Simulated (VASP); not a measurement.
# HC12 (a cell with a defect) in VASP: notebook, part 2 of 2

VASP 6.6.1. Earlier steps stand in the parts before.

**4. Single point, LDA**

File INCAR:

```
SYSTEM = HC12
PREC = Accurate
ENCUT = 520
EDIFF = 1E-6
ISMEAR = 0
SIGMA = 0.05
LREAL = .False.
LASPH = .True.
NELM = 100
ALGO = Normal
ISIF = 2
LWAVE = .False.
LCHARG = .False.
GGA = CA
NBANDS = 36
NELECT = 48.0
```

File KPOINTS:

```
Automatic mesh
0
Gamma
  6 6 6
  0 0 0
```

File POSCAR:

```
HC12
1.0
    1.7657489870     -3.5314979740     -1.7657489870
    3.5314979740     -1.7657489870      1.7657489870
   -1.7657489870     -3.5314979740      1.7657489870
C H
12 1
Direct
    0.2500000000      1.0000000000      0.2500000000
    0.0833333333      0.3333333333      0.7500000000
    0.9166666667      0.6666666667      0.2500000000
    0.7500000000      1.0000000000      0.7500000000
    0.5833333333      0.3333333333      0.2500000000
    0.4166666667      0.6666666667      0.7500000000
    0.9583333333      0.3333333333      0.1250000000
    0.7916666667      0.6666666667      0.6250000000
    0.6250000000      1.0000000000      0.1250000000
    0.4583333333      0.3333333333      0.6250000000
    0.2916666667      0.6666666667      0.1250000000
    0.1250000000      1.0000000000      0.6250000000
    1.0833333333      0.2500000000      0.3333333333
```

Potentials or basis: VASP PAW LDA potentials, release 64 (C, H).

On the command line:

```console
> cat potpaw_LDA.64/C/POTCAR potpaw_LDA.64/H/POTCAR > POTCAR
> mpirun -np 1 vasp_std > vasp.out
```

OUTCAR:

```text
SYSTEM = HC12
   PREC = Accurate
   ENCUT = 520
   EDIFF = 1E-6
   ISMEAR = 0
   LREAL = .False.
   LASPH = .True.
   NELM = 100
   ISIF = 2
   GGA = CA
   NELECT = 48.0

 ion  position               nearest neighbor table
   1  0.250  0.000  0.250-  13 1.00  11 1.53   7 1.53  12 1.53   9 1.53
   2  0.083  0.333  0.750-  12 1.53   8 1.53  10 1.53   7 1.53
   3  0.917  0.667  0.250-   8 1.53   9 1.53  11 1.53   7 1.53
   4  0.750  0.000  0.750-   8 1.53   9 1.53  10 1.53  12 1.53
   5  0.583  0.333  0.250-   9 1.53   7 1.53  10 1.53  11 1.53
   6  0.417  0.667  0.750-   8 1.53  11 1.53  12 1.53  10 1.53
   7  0.958  0.333  0.125-  13 1.12   2 1.53   5 1.53   1 1.53   3 1.53
   8  0.792  0.667  0.625-   4 1.53   3 1.53   2 1.53   6 1.53
   9  0.625  0.000  0.125-   5 1.53   3 1.53   4 1.53   1 1.53
  10  0.458  0.333  0.625-   2 1.53   4 1.53   5 1.53   6 1.53
  11  0.292  0.667  0.125-   1 1.53   3 1.53   5 1.53   6 1.53
  12  0.125  0.000  0.625-   2 1.53   1 1.53   4 1.53   6 1.53
  13  0.083  0.250  0.333-   1 1.00   7 1.12

  LATTYP: Found a base centered monoclinic cell.
 ALAT       =     4.3251840320
 B/A-ratio  =     1.7320508076
 C/A-ratio  =     1.0000000000
 COS(beta)  =    -0.3333333333

  Lattice vectors:

 A1 = (   1.7657489870,   1.7657489870,   3.5314979740)
 A2 = (  -3.5314979740,   1.7657489870,  -1.7657489870)
 A3 = (  -1.7657489870,  -3.5314979740,   1.7657489870)

Analysis of symmetry for initial positions (statically):
=====================================================================
 Subroutine PRICEL returns:
 Original cell was already a primitive cell.

 Routine SETGRP: Setting up the symmetry group for a
 base centered monoclinic supercell.

 Subroutine GETGRP returns: Found  1 space group operations
 (whereof  1 operations were pure point group operations)
 out of a pool of  4 trial point group operations.

The static configuration has the point symmetry C_1 .

Analysis of symmetry for dynamics (positions and initial velocities):
[... 161 lines left out ...]
   IVDW    =     0    specifies the selected vdW correction
   LEPSILON=     F    determine dielectric tensor
   LRPA    =     F    only Hartree local field effects (RPA)
 non-spin polarized calculation
 Gauss-broadening in eV      SIGMA  =   0.05
  energy-cutoff  :      520.00
  volume of cell :       66.06
 maximum number of plane-waves:      1807
   NGX = 17   NGY = 17   NGZ = 17

 number of electron      47.9999998 magnetization

 Free energy of the ion-electron system (eV)
  ---------------------------------------------------
  ext. energy  EPLUGINS =         0.00000000
  ---------------------------------------------------
  free energy    TOTEN  =      -131.03158903 eV

  energy without entropy =     -131.03158903  energy(sigma->0) =     -131.03158903

 E-fermi :  10.6416     XC(G=0): -13.6458

 val. band max:       10.3420221486   @ k =   0.0000   0.0000   0.0000
 cond. band min:      13.5742791513   @ k =  -0.3333   0.3333   0.3333
 fundamental gap:      3.2322570027
 Fermi energy:        10.6416237557

 k-point     1 :       0.0000    0.0000    0.0000
  band No.  band energies     occupation
      1     -12.3248      2.00000
      2      -7.1910      2.00000
      3      -5.0474      2.00000
      4      -4.0336      2.00000
      5      -3.5902      2.00000
      6      -3.3689      2.00000
[... 925 lines left out ...]
     35      19.6847      0.00000
     36      20.6268      0.00000

 [... further k-points ...]
[... 5 lines left out ...]
  --------------------------------------------------------------------------------------
  -------------------------------------------------------------------------------------
  Total       -6.4250421     -6.2734882     -3.8510004      2.0929621     -0.4283952      3.4982780
  in kB     -155.8182845   -152.1428415    -93.3933595     50.7579181    -10.3893183     84.8392371
  external PRESSURE =    -133.7848285 kB  Pullay stress =       0.0000000 kB

 VOLUME and BASIS-vectors are now :
 -----------------------------------------------------------------------------
  energy-cutoff  :      520.00
  volume of cell :       66.06
      direct lattice vectors                 reciprocal lattice vectors
     1.765748987 -3.531497974 -1.765748987     0.047194326 -0.141582978 -0.235971630
     3.531497974 -1.765748987  1.765748987     0.188777304  0.000000000  0.188777304
    -1.765748987 -3.531497974  1.765748987    -0.141582978 -0.141582978  0.141582978

 POSITION                                       TOTAL-FORCE (eV/Angst)
 -----------------------------------------------------------------------------------
      0.00000     -1.76575      0.00000        -4.055326     -0.296078     -8.482258
     -0.00000     -3.53150      1.76575         0.167330     -0.693008     -0.425773
      3.53150     -5.29725     -0.00000         1.044987     -0.367883      1.043934
      0.00000     -5.29725      0.00000         0.065094      0.342896     -0.103172
      1.76575     -3.53150      0.00000        -0.255105     -0.423604      0.245695
      1.76575     -5.29725      1.76575         0.301082      0.068736     -0.198235
      2.64862     -4.41437     -0.88287         2.716312      5.488612      1.221104
      2.64862     -6.18012      0.88287        -0.199339     -0.362386      0.673665
      0.88287     -2.64862     -0.88287         0.402823      0.018647     -0.563542
      0.88287     -4.41437      0.88287        -0.107243     -0.179459      0.149044
      2.64862     -2.64862      0.88287         0.148409      0.793789      0.033488
     -0.88287     -2.64862      0.88287        -1.936274     -1.377793      0.716990
      0.44144     -1.91289      0.88287         1.707251     -3.012469      5.689060
 -----------------------------------------------------------------------------------
    total drift:                                0.000061      0.000042     -0.000026

  FREE ENERGIE OF THE ION-ELECTRON SYSTEM (eV)
  ---------------------------------------------------
  free  energy   TOTEN  =      -131.0315890340 eV

  energy  without entropy=     -131.0315890340  energy(sigma->0) =     -131.03158903
```

stdout:

```text
POSCAR found type information on POSCAR C H
 POSCAR found :  2 types and      13 ions
 scaLAPACK will be used
 LDA part: xc-table for (Slater(with rela. corr.)+CA(PZ))
 , standard interpolation
 POSCAR, INCAR and KPOINTS ok, starting setup
 FFT: planning ... GRIDC
 FFT: planning ... GRID_SOFT
 FFT: planning ... GRID
 WAVECAR not read
 entering main loop
 the old and the new charge density differ
 old charge density:    49.00000 new   48.00000
    0.146E+01
```

It took 90 s on 1 thread of Intel Xeon 6975P-C (Granite Rapids), shared host; peak memory 0.27 GiB.

What came out:

| Item | Value |
| --- | --- |
| Free energy | -131.0316 eV |
| Largest force | 9.406 eV/Å |

Forces on the atoms (eV/Å):
```
C   -4.055 -0.296 -8.482
C    0.167 -0.693 -0.426
C    1.045 -0.368  1.044
C    0.065  0.343 -0.103
C   -0.255 -0.424  0.246
C    0.301  0.069 -0.198
C    2.716  5.489  1.221
C   -0.199 -0.362  0.674
C    0.403  0.019 -0.564
C   -0.107 -0.179  0.149
C    0.148  0.794  0.033
C   -1.936 -1.378  0.717
H    1.707 -3.012  5.689
```

Caveat: the cell carries a net charge on a neutralising background, which shifts energy and pressure; the cell is charged against a uniform background, so pressure and absolute levels hang on convention.
